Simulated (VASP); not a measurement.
Here is a VASP 6.6.1 calculation.

File INCAR:

```
PREC = Accurate
ENCUT = 690
EDIFF = 1E-6
ISMEAR = -1
SIGMA = 0.05
LREAL = False
LASPH = True
NELM = 120
ALGO = Normal
ISIF = 2
LWAVE = False
LCHARG = False
NBANDS = 23
GGA_COMPAT = False
```

The input KPOINTS:

```
regular mesh
0
Gamma
  12 12 7
```

Contents of POSCAR:

```
FeRu
1.0
    2.5888515596      0.0000000000      0.0000000000
   -1.2944257798      2.2420112172      0.0000000000
    0.0000000000      0.0000000000      3.9871378285
Fe Ru
1 1
Direct
    0.0000000000      0.0000000000      0.5000000000
    0.6666666667      0.3333333333      0.0000000000
```

Potentials or basis: VASP PAW LDA potentials, release 64 (Fe_sv, Ru_sv).

The run is started by

```console
$ cat potpaw_LDA.64/Fe_sv/POTCAR potpaw_LDA.64/Ru_sv/POTCAR > POTCAR
$ mpirun -np 1 vasp_std > vasp.out
```

Q: Predict the band gap on the k mesh.

A: Zero (bands 16 and 17 overlap by 2.07 eV).

Q: Predict the pressure.

A: -2.2 GPa.

Stress tensor (GPa, compression positive):
```
-2.70  0.00  0.00
 0.00 -2.70  0.00
 0.00  0.00 -1.33
```

Caveat: the run has no spin polarisation, though such a crystal can be magnetic. Spin polarisation is off, so any magnetic state and its effect on volume and gap are missing.
